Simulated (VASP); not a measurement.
# Si62C (a cell with a defect) in VASP: further runs

Runs on Si62C (a cell with a defect). Level: PBE+D3(BJ). Tasks: single point.

Program: VASP 6.6.1. These are calculated values, not measurements. Logs are shortened: lines on timing, memory, paths and dates and some standing lists are left out, and cuts for length are marked.

### Step 1. The cell of the first run

The cell holds a defect, 63 atoms: a = 10.860 Å, b = 10.860 Å, c = 10.860 Å, α = 90.00°, β = 90.00°, γ = 90.00°.

### Step 2. Single point, PBE+D3(BJ)

Input file INCAR:

```
SYSTEM = Si62C
PREC = Accurate ; ENCUT = 520
EDIFF = 1E-6 ; ISMEAR = 0
SIGMA = 0.02 ; LREAL = Auto
LASPH = .True. ; NELM = 80
ALGO = Normal ; ISIF = 2
LWAVE = .False. ; LCHARG = .False.
GGA = PE ; IVDW = 12
NBANDS = 163
```

Input file KPOINTS:

```
Automatic mesh
0
Gamma
  1 1 1
  0 0 0
```

Input file POSCAR:

```
Si62C
1.0
   10.8600000000      0.0000000000      0.0000000000
    0.0000000000     10.8600000000      0.0000000000
    0.0000000000      0.0000000000     10.8600000000
Si C
62 1
Direct
    0.5113511050     -0.0066124309     -0.0017349908
    0.6287565378      0.1255931860      0.1248252302
    0.7516209024      0.2526063536     -0.0016513812
    0.8810049724      0.3854067219      0.1118225599
    0.7520932781     -0.0009990792      0.2493847145
    0.8784102210      0.1279056169      0.3780843462
   -0.0085023941     -0.0073942910      0.0007933702
    0.1223693370      0.1208572744      0.1243312155
    0.2524946593      0.2449262431      0.0011662063
    0.3724087477      0.3745283610      0.1293758748
    0.4956638122      0.5016128913      0.0035015654
    0.6360407919      0.6394801105      0.0999558932
    0.8529573665      0.8558727440      0.1071883978
    0.2514986188     -0.0004503683      0.2489913444
    0.3761918969      0.1260326888      0.3747440147
    0.5024287293      0.2500152855      0.2494431860
    0.6330204420      0.3781481584      0.3679662063
    0.7535547882      0.5084924494      0.2363261510
    0.8753510129      0.6243339779      0.3745829650
    0.5007150092      0.0012105893      0.5003432781
    0.6318296501      0.1211789134      0.6266829650
    0.7538366483      0.2571671271      0.5054623389
    0.8673528545      0.3929864641      0.6430677716
    0.7523803867     -0.0115757827      0.7553943831
    0.8745740331      0.1237033149      0.8745097606
    0.0077479742      0.5138568140     -0.0183693370
    0.1265279926      0.6280891344      0.1237454880
    0.2544429098      0.7528228361      0.0024574586
    0.3816689687      0.8774449355      0.1263018416
    0.0019137201      0.2540173112      0.2458047882
    0.1221707182      0.3764822284      0.3785324125
    0.2477427256      0.5004788214      0.2532693370
    0.3818401473      0.6273191529      0.3713384899
    0.5107812155      0.7501486188      0.2435703499
    0.6275372007      0.8764467772      0.3764403315
    0.0018988950     -0.0045581031      0.5040605893
    0.1216158379      0.1283239411      0.6267192449
    0.2493526703      0.2491326888      0.4994098527
    0.3811244936      0.3715535912      0.6207839779
    0.5050215470      0.4970153775      0.4951478821
    0.6202696133      0.6293937385      0.6263716390
    0.7511671271      0.7490584715      0.5017146409
    0.8803204420      0.8617765193      0.6351811234
    0.2453901473      0.0026093002      0.7518412523
    0.3819670350      0.1208521179      0.8766425414
    0.5047883978      0.2472234807      0.7476543278
    0.6213228361      0.3789460405      0.8793516575
    0.7414779006      0.5261020258      0.7739603131
   -0.0069827808      0.7494429098      0.2434775322
    0.1227874770      0.8745727440      0.3707839779
   -0.0033838858      0.5007425414      0.5054015654
    0.1290625230      0.6236761510      0.6261032228
    0.2506120626      0.7505315838      0.4958050645
    0.3696404236      0.8806357274      0.6236851750
   -0.0039261510      0.2547029466      0.7513992634
    0.1311494475      0.3738035912      0.8733585635
    0.2561392265      0.4956640884      0.7455629834
    0.3735405157      0.6245307551      0.8738582873
    0.4935287293      0.7533930939      0.7481294659
    0.6344326888      0.8512838858      0.8845521179
    0.0029304788      0.7289133517      0.7668140884
    0.1236162983      0.8722038674      0.8788272560
    0.7161899632      0.7377363720     -0.0154965009
```

Potentials or basis: VASP PAW PBE potentials, release 64 (Si, C).

The run is started by

```bash
$ cat potpaw_PBE.64/Si/POTCAR potpaw_PBE.64/C/POTCAR > POTCAR
$ mpirun -np 1 vasp_gam > vasp.out
```

OUTCAR:

```text
SYSTEM = Si62C
   PREC = Accurate
   ENCUT = 520
   EDIFF = 1E-6
   ISMEAR = 0
   LREAL = Auto
   LASPH = .True.
   NELM = 80
   ISIF = 2
   GGA = PE
   IVDW = 12
 IVDW          = 12

 ion  position               nearest neighbor table
   1  0.511  0.993  0.998-  29 2.35   2 2.36  45 2.37  60 2.39
   2  0.629  0.126  0.125-   5 2.35  16 2.35   3 2.36   1 2.36
   3  0.752  0.253  0.998-  25 2.36  47 2.36   2 2.36   4 2.36
   4  0.881  0.385  0.112-  18 2.35   3 2.36  26 2.42  30 2.42
   5  0.752  0.999  0.249-  35 2.35   2 2.35   6 2.41  13 2.45
   6  0.878  0.128  0.378-  22 2.39  30 2.40  36 2.40   5 2.41
[... 43 lines left out ...]
  50  0.123  0.875  0.371-  36 2.35  14 2.35  53 2.36  49 2.40
  51  0.997  0.501  0.505-  19 2.36  52 2.36  23 2.36  31 2.36
  52  0.129  0.624  0.626-  61 2.35  57 2.35  51 2.36  53 2.38
  53  0.251  0.751  0.496-  50 2.36  54 2.37  52 2.38  33 2.38
  54  0.370  0.881  0.624-  44 2.35  20 2.35  59 2.36  53 2.37
  55  0.996  0.255  0.751-  25 2.36  37 2.36  56 2.36  23 2.37
  56  0.131  0.374  0.873-  26 2.34  57 2.35  55 2.36   9 2.37
  57  0.256  0.496  0.746-  39 2.34  56 2.35  52 2.35  58 2.35
  58  0.374  0.625  0.874-  59 2.35  11 2.35  57 2.35  28 2.36
  59  0.494  0.753  0.748-  41 2.34  58 2.35  54 2.36  60 2.38
  60  0.634  0.851  0.885-  63 1.87  59 2.38   1 2.39  24 2.41
  61  0.003  0.729  0.767-  52 2.35  62 2.37  43 2.43
  62  0.124  0.872  0.879-  28 2.35   7 2.35  61 2.37  44 2.38
  63  0.716  0.738  0.985-  12 1.86  60 1.87  13 2.37

  LATTYP: Found a simple cubic cell.
 ALAT       =    10.8600000000

  Lattice vectors:

 A1 = (  10.8600000000,   0.0000000000,   0.0000000000)
 A2 = (   0.0000000000,  10.8600000000,   0.0000000000)
 A3 = (   0.0000000000,   0.0000000000,  10.8600000000)

Analysis of symmetry for initial positions (statically):
=====================================================================
 Subroutine PRICEL returns:
 Original cell was already a primitive cell.

 Routine SETGRP: Setting up the symmetry group for a
 simple cubic supercell.

 Subroutine GETGRP returns: Found  1 space group operations
 (whereof  1 operations were pure point group operations)
 out of a pool of 48 trial point group operations.

The static configuration has the point symmetry C_1 .

Analysis of symmetry for dynamics (positions and initial velocities):
=====================================================================
 Subroutine PRICEL returns:
 Original cell was already a primitive cell.

 Routine SETGRP: Setting up the symmetry group for a
 simple cubic supercell.

 Subroutine GETGRP returns: Found  1 space group operations
 (whereof  1 operations were pure point group operations)
 out of a pool of 48 trial point group operations.

[... 208 lines left out ...]
   PSTRESS=    0.0 pullay stress
   NELECT =     252.0000    total number of electrons
   NUPDOWN=      -1.0000    fix difference up-down
   EMIN   =  10.00;   EMAX   =-10.00  energy-range for DOS
   EFERMI =   0.00;   METHOD = LEGACY
   ISMEAR =     0;   SIGMA  =   0.02  broadening in eV -4-tet -1-fermi 0-gaus
   EFERMI_NEDOS =   21; number of points for ismear=-14 and -15
   IALGO  =     38    algorithm
   IMIX   =      4    mixing-type and parameters
     AMIX     =   0.40;   BMIX     =  1.00
     AMIX_MAG =   1.60;   BMIX_MAG =  1.00
  volume/ion in A,a.u.               =      20.33       137.20
  Fermi-wavevector in a.u.,A,eV,Ry     =   0.952164  1.799329 12.335269  0.906617
  Thomas-Fermi vector in A             =   2.080702
   LORBIT       =      0    0 simple, 1 ext, 2 COOP (PROOUT), +10 PAW based schemes
   GGA     = PE    functional components
   LHFCALC =     F    Hartree Fock is set to
   AEXX    =    0.0000 exact exchange contribution
   IVDW    =    12    specifies the selected vdW correction
   LEPSILON=     F    determine dielectric tensor
   LRPA    =     F    only Hartree local field effects (RPA)
 non-spin polarized calculation
 Gauss-broadening in eV      SIGMA  =   0.02
  energy-cutoff  :      520.00
  volume of cell :     1280.82
 maximum number of plane-waves:     17229
 NGX is ok and might be reduce to    84
   NGX = 41   NGY = 41   NGZ = 41

 number of electron     251.9999999 magnetization

 Free energy of the ion-electron system (eV)
  ---------------------------------------------------
  ext. energy  EPLUGINS =         0.00000000
  ---------------------------------------------------
  free energy    TOTEN  =      -333.76940731 eV

  energy without entropy =     -333.76940731  energy(sigma->0) =     -333.76940731

 E-fermi :   5.9942     XC(G=0):  -9.3145

 val. band max:        5.8885475358   @ k =   0.0000   0.0000   0.0000
 cond. band min:       6.1048251321   @ k =   0.0000   0.0000   0.0000
 fundamental gap:      0.2162775962
 Fermi energy:         5.9941903582

 k-point     1 :       0.0000    0.0000    0.0000
  band No.  band energies     occupation
      1      -6.3878      2.00000
      2      -5.8847      2.00000
      3      -5.1878      2.00000
      4      -5.1785      2.00000
      5      -5.1707      2.00000
      6      -5.1691      2.00000
[... 130 lines left out ...]
    137       6.8315      0.00000
    138       6.8546      0.00000
 [bands above 138 left out]

------------------------ aborting loop because EDIFF is reached ----------------------------------------

 Edisp (eV)  -19.57994

 E6    (eV) :   -11.4860

 E8    (eV) :    -8.0940

  FORCE on cell =-STRESS in cart. coord.  units (eV):
  Direction    XX          YY          ZZ          XY          YZ          ZX
  --------------------------------------------------------------------------------------
  -------------------------------------------------------------------------------------
  Total      -6.39456   -18.94027   -19.15552    -5.60038     2.41990    -5.16393
  in kB      -7.99893   -23.69231   -23.96156    -7.00550     3.02705    -6.45954
  external pressure =      -18.55 kB  Pullay stress =        0.00 kB

 VOLUME and BASIS-vectors are now :
 -----------------------------------------------------------------------------
  energy-cutoff  :      520.00
  volume of cell :     1280.82
      direct lattice vectors                 reciprocal lattice vectors
    10.860000000  0.000000000  0.000000000     0.092081031  0.000000000  0.000000000
     0.000000000 10.860000000  0.000000000     0.000000000  0.092081031  0.000000000
     0.000000000  0.000000000 10.860000000     0.000000000  0.000000000  0.092081031

 POSITION                                       TOTAL-FORCE (eV/Angst)
 -----------------------------------------------------------------------------------
      5.55327     10.78819     10.84116        -0.099822      0.124976      0.008296
      6.82830      1.36394      1.35560        -0.032686      0.023188      0.001875
      8.16260      2.74331     10.84207        -0.002311      0.007612      0.007012
      9.56771      4.18552      1.21439        -0.014547     -0.005281      0.003865
      8.16773     10.84915      2.70832        -0.071018     -0.075013     -0.090191
      9.53954      1.38905      4.10600        -0.010204     -0.065688     -0.067990
[... 55 lines left out ...]
      1.34247      9.47213      9.54406         0.026298     -0.003224     -0.026187
      7.77782      8.01182     10.69171         0.475382      0.933240      0.998464
 -----------------------------------------------------------------------------------
    total drift:                               -0.000201     -0.000711     -0.014407

  FREE ENERGIE OF THE ION-ELECTRON SYSTEM (eV)
  ---------------------------------------------------
  free  energy   TOTEN  =      -353.3493519664 eV

  energy  without entropy=     -353.3493519664  energy(sigma->0) =     -353.34935197
```

It took 9.4 min on 1 thread of Oxide Virtual Turin-like, shared host; peak memory 1 GiB.

What came out:

- Free energy: -353.3494 eV
- Pressure: -1.9 GPa
- Largest force: 1.447 eV/Å
- Dispersion energy per atom: -0.311 eV

Forces in eV/Å, atoms in the order of the input:
```
Si  -0.100  0.125  0.008
Si  -0.033  0.023  0.002
Si  -0.002  0.008  0.007
Si  -0.015 -0.005  0.004
Si  -0.071 -0.075 -0.090
Si  -0.010 -0.066 -0.068
Si  -0.026 -0.028 -0.068
Si  -0.034 -0.046 -0.003
Si  -0.059  0.016 -0.004
Si   0.011  0.004 -0.040
Si   0.043  0.031 -0.029
Si  -0.141 -0.007  0.194
Si  -0.201 -0.242 -0.320
Si  -0.009 -0.004 -0.001
Si  -0.005 -0.006  0.001
Si  -0.012  0.022  0.012
Si  -0.020  0.004  0.009
Si  -0.018 -0.001  0.019
Si  -0.021 -0.018 -0.010
Si   0.008  0.000  0.012
Si  -0.010 -0.024  0.015
Si  -0.073 -0.065 -0.054
Si   0.012 -0.100 -0.105
Si  -0.010 -0.009  0.038
Si  -0.012  0.007 -0.027
Si  -0.025  0.001 -0.042
Si  -0.008 -0.014 -0.025
Si  -0.003  0.003  0.004
Si  -0.003 -0.002  0.004
Si  -0.005 -0.007 -0.012
Si  -0.003 -0.017 -0.020
Si  -0.005 -0.004 -0.006
Si  -0.044 -0.004  0.043
Si  -0.092 -0.006  0.109
Si  -0.020 -0.009  0.004
Si  -0.007 -0.007 -0.008
Si   0.002 -0.018 -0.025
Si  -0.002  0.006  0.001
Si   0.011 -0.008 -0.006
Si  -0.002  0.013  0.022
Si   0.072 -0.024  0.041
Si   0.001  0.007  0.007
Si  -0.008  0.002 -0.004
Si   0.020  0.000 -0.024
Si  -0.052  0.061 -0.005
Si   0.006  0.006 -0.004
Si   0.062  0.016 -0.032
Si   0.426 -0.488 -0.461
Si  -0.070 -0.038 -0.075
Si  -0.046 -0.006 -0.057
Si   0.003  0.016 -0.019
Si   0.011 -0.030 -0.032
Si  -0.031  0.011 -0.010
Si   0.054 -0.057  0.022
Si   0.009 -0.005 -0.001
Si  -0.017  0.006 -0.031
Si   0.008 -0.002 -0.007
Si  -0.022 -0.019 -0.012
Si   0.097 -0.018  0.095
Si  -0.053  0.174  0.133
Si   0.042 -0.012 -0.041
Si   0.026 -0.003 -0.026
C    0.475  0.933  0.998
```

Stress tensor (GPa, compression positive):
```
-0.80 -0.70 -0.65
-0.70 -2.37  0.30
-0.65  0.30 -2.40
```

Levels at points of the mesh, in eV from the Fermi level:
```csv
k point,band 124,band 125,band 126,band 127,band 128,band 129
"(0.00, 0.00, 0.00)",-0.64,-0.60,-0.11,0.11,0.19,0.25
```

Caveat: the k points lie up to 0.58 Å⁻¹ apart.

(Part 1 of 2 ends here.)
